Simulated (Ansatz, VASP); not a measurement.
**One calculation of V, two programs**

Contents of INCAR:

```
PREC = Accurate ; ENCUT = 520
EDIFF = 1E-6 ; ISMEAR = -1
SIGMA = 0.1 ; LREAL = F
LASPH = T ; NELM = 60
ALGO = Normal ; ISIF = 2
LWAVE = F ; LCHARG = F
GGA = B5 ; ALDAX = 1.0
AGGAX = 1.0 ; AGGAC = 1.0
ALDAC = 0.0 ; NBANDS = 12
```

The input KPOINTS:

```
regular mesh
0
Gamma
  16 16 16
```

POSCAR

```
V
1.0
    0.0000000000      1.8747724691      1.8747724691
    1.8747724691      0.0000000000      1.8747724691
    1.8747724691      1.8747724691      0.0000000000
V
1
Direct
    0.0000000000      0.0000000000      0.0000000000
```

Input for Ansatz:

```yaml
crystal:
  lattice:
    - [0.0, 1.8747724691, 1.8747724691]
    - [1.8747724691, 0.0, 1.8747724691]
    - [1.8747724691, 1.8747724691, 0.0]
  atoms:
    - { symbol: V, position: [0.0, 0.0, 0.0] }
hamiltonian:
  xc: blyp
  pseudopotentials:
    kind: paw
    azcp:
      V: "pseudopotentials/V.paw.azcp"
basis:
  ecutwfc: 420
  fft_grid_basis: typed
kpoints:
  mp_grid: { grid: [16, 16, 16], shift: [0, 0, 0] }
magnetization:
  spin_polarized: false
scf:
  occupations: { method: fermi_dirac, width: 0.1 }
  lower_state_search: "off"
output:
  stress: true
  write_density: true
  write_potential: true
  elf: true
  volumetric_format: npy
```

Alike in both runs: task single point; functional BLYP; k mesh 16 × 16 × 16; occupations fermi-dirac, width 0.1 eV; no spin polarisation.

```csv
,VASP,Ansatz
version,VASP 6.6.1,Ansatz 0.2.0
potentials or method,"VASP PAW PBE potentials, release 64 (V_sv), cutoff 520 eV","plane waves (420 eV) with PAW, scalar-relativistic"
valence electrons in the cell,13,13
```

|  | VASP | Ansatz | Ansatz less VASP |
| --- | --- | --- | --- |
| pressure (GPa) | 16.2 | 15.8 | -0.35 |

VASP's potentials were made for PBE, not for BLYP.
